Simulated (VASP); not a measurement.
**Cd3TeSe2: relaxation of cell and atoms with PBE**

Crystal: Cd3TeSe2.

```xyz
12
Lattice="4.4752 0.0046 0.0074 -2.2337 3.8874 -0.0515 0.0363 -0.2705 21.5884" Properties=species:S:1:pos:R:3 pbc="T T T"
Cd   -0.0306   -0.3002   21.6035
Cd    0.0616   -0.0205    6.8723
Cd   -0.0418   -0.1830   14.6867
Cd    2.2025    1.3152    3.4587
Cd    2.2409    1.1672   10.8544
Cd    2.2819    1.0364   18.1055
Te    0.0079   -0.1660    9.6917
Te    2.2559    1.1130   13.5589
Se    0.0733    0.0159    2.6629
Se    0.0172   -0.2101   17.3247
Se    2.2857    1.1622    6.0139
Se    2.3243    1.0370   20.8153
```

* Program: VASP 6.6.1
* Task: relaxation of cell and atoms
* Functional: PBE
* Potentials or basis: VASP PAW PBE potentials, release 64 (Cd, Te, Se)
* Cutoff: 600 eV
* k mesh: 6 × 6 × 1
* Occupations: gaussian, width 0.2 eV
* Spin: no spin polarisation
* Dipole correction: no
* Further INCAR settings: ALGO = Fast; EDIFF = 1e-06; IBRION = 2; EDIFFG = -0.025; NSW = 80; ISIF = 3

- Relaxed volume: 31.99 Å³/atom
- Relaxed cell: a = 4.491 Å, b = 4.487 Å, c = 22.007 Å, α = 90.00°, β = 90.04°, γ = 120.06°
- Space group after relaxing (to 0.1 Å): Cm (No. 8)
- Energy gained by relaxing: 18.5 meV/atom
- Ionic steps: 12
- Pressure after relaxing: 0.0 GPa
- Largest force after relaxing: 0.023 eV/Å

Forces on the atoms (eV/Å):
```
Cd   0.002  0.002 -0.003
Cd  -0.009  0.009  0.003
Cd   0.010  0.001 -0.007
Cd   0.006 -0.010 -0.005
Cd   0.007 -0.004 -0.007
Cd  -0.001 -0.002  0.002
Te  -0.003  0.012  0.014
Te   0.004 -0.004  0.023
Se  -0.006 -0.015 -0.006
Se  -0.008  0.006 -0.014
Se  -0.008 -0.007  0.019
Se   0.006  0.011 -0.018
```

Step by step:
| step | energy change (eV) | largest force (eV/Å) | pressure (GPa) | volume (Å³) |
| --- | --- | --- | --- | --- |
| 1 | 0.0000 | 0.8026 | 1.08 | 375.74 |
| 2 | -0.1640 | 0.3307 | -0.34 | 387.28 |
| 3 | -0.1661 | 0.3037 | -0.52 | 388.90 |
| 4 | -0.2015 | 0.1870 | -0.11 | 384.80 |
| 5 | -0.2090 | 0.1391 | 0.21 | 381.90 |
| 6 | -0.2169 | 0.0762 | 0.02 | 383.58 |
| 7 | -0.2177 | 0.0763 | -0.06 | 384.29 |
| 8 | -0.2201 | 0.0384 | -0.02 | 383.89 |
| 9 | -0.2209 | 0.0463 | 0.01 | 383.56 |
| 10 | -0.2209 | 0.0519 | 0.02 | 383.48 |
| 11 | -0.2218 | 0.0354 | 0.00 | 383.67 |
| 12 | -0.2221 | 0.0232 | -0.01 | 383.83 |

Final structure:
```
CELL_PARAMETERS angstrom
4.49102 -0.00135 -0.00144
-2.24691 3.88431 -0.00052
-0.00759 -0.00131 22.00654
ATOMIC_POSITIONS crystal
Cd 0.99697 0.99720 0.00014
Cd 0.00946 0.00121 0.31918
Cd 0.99164 0.99806 0.68067
Cd 0.67517 0.34527 0.15949
Cd 0.66186 0.32869 0.50029
Cd 0.66510 0.32995 0.84040
Te 0.99570 0.99563 0.44995
Te 0.65860 0.33086 0.62996
Se 0.00825 0.01148 0.12253
Se 0.99797 0.99666 0.80261
Se 0.67587 0.33503 0.28195
Se 0.66340 0.32996 0.96282
```

Levels at points of the mesh, in eV from the Fermi level:
```csv
k point,band 50,band 51,band 52,band 53,band 54,band 55,band 56,band 57,band 58,band 59
"(0.00, 0.00, 0.00)",-0.57,-0.42,-0.41,-0.10,-0.09,-0.03,1.14,1.28,1.30,1.87
"(0.50, 0.00, 0.00)",-1.53,-1.48,-1.41,-1.35,-0.92,1.90,2.00,2.39,2.47,2.51
"(0.00, 0.50, 0.00)",-1.54,-1.48,-1.41,-1.35,-0.93,1.88,2.02,2.37,2.49,2.53
"(0.50, 0.50, 0.00)",-1.54,-1.47,-1.40,-1.34,-0.92,1.88,2.02,2.39,2.49,2.50
```

Run time: 110 min on 1 thread of Oxide Virtual Turin-like Processor, with other jobs on the host, peak memory 0.86 GiB.

Caveat: spin-orbit coupling is left out, which moves the levels of the heavy elements.
